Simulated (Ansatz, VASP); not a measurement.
## Two plane-wave programs on Ag2O

INCAR

```
SYSTEM = Ag2O
PREC = Accurate
ENCUT = 600
EDIFF = 1E-6
ISMEAR = 0
SIGMA = 0.05
LREAL = .FALSE.
LASPH = .TRUE.
NELM = 120
ALGO = Normal
ISIF = 2
LWAVE = .FALSE.
LCHARG = .FALSE.
GGA = B5
ALDAX = 1.0
AGGAX = 1.0
AGGAC = 1.0
ALDAC = 0.0
NBANDS = 37
GGA_COMPAT = .FALSE.
```

The input KPOINTS:

```
regular mesh
0
G
  6 6 6
  0 0 0
```

File POSCAR:

```
Ag2O
1.0
    4.9031221740      0.0000000000      0.0000000000
    0.0000000000      4.9031221740      0.0000000000
    0.0000000000      0.0000000000      4.9031221740
Ag O
4 2
Direct
    0.7500000000      0.7500000000      0.7500000000
    0.7500000000      0.2500000000      0.2500000000
    0.2500000000      0.2500000000      0.7500000000
    0.2500000000      0.7500000000      0.2500000000
    0.0000000000      0.0000000000      0.0000000000
    0.5000000000      0.5000000000      0.5000000000
```

Input for Ansatz:

```yaml
crystal:
  lattice:
    - [4.903122174, 0.0, 0.0]
    - [0.0, 4.903122174, 0.0]
    - [0.0, 0.0, 4.903122174]
  atoms:
    - { symbol: Ag, position: [0.75, 0.75, 0.75] }
    - { symbol: Ag, position: [0.75, 0.25, 0.25] }
    - { symbol: Ag, position: [0.25, 0.25, 0.75] }
    - { symbol: Ag, position: [0.25, 0.75, 0.25] }
    - { symbol: O, position: [0.0, 0.0, 0.0] }
    - { symbol: O, position: [0.5, 0.5, 0.5] }
basis:
  ecutwfc: 420
  ecutrho_ratio: 4
kpoints:
  mp_grid: { grid: [6, 6, 6] }
hamiltonian:
  xc: blyp
scf:
  occupations: { method: gaussian, width: 0.05 }
output:
  forces: true
  stress: true
  eigenvalues: true
```

Alike in both runs: task single point; functional BLYP; k mesh 6 × 6 × 6; occupations gaussian, width 0.05 eV; no spin polarisation.

|  | VASP | Ansatz |
| --- | --- | --- |
| version | VASP 6.6.1 | Ansatz 0.2.0 |
| potentials or method | VASP PAW PBE potentials, release 64 (Ag, O), cutoff 600 eV | scalar-relativistic, plane waves, PAW |
| valence electrons in the cell | 56 | 88 |

|  | VASP | Ansatz | Ansatz less VASP |
| --- | --- | --- | --- |
| gap on the k mesh at the Fermi level (eV) | none | none | - |
| pressure (GPa) | 0.1 | 0.1 | -0.01 |

VASP's potentials were made for PBE, not for BLYP. A gap of «none» marks a metal or a gap that the smearing closes. The functional is the same, so the differences come from potentials, cutoffs and numerics. VASP's potentials hold 56 valence electrons a cell and Ansatz's 88, so a difference there can come from the potentials and not from the codes.
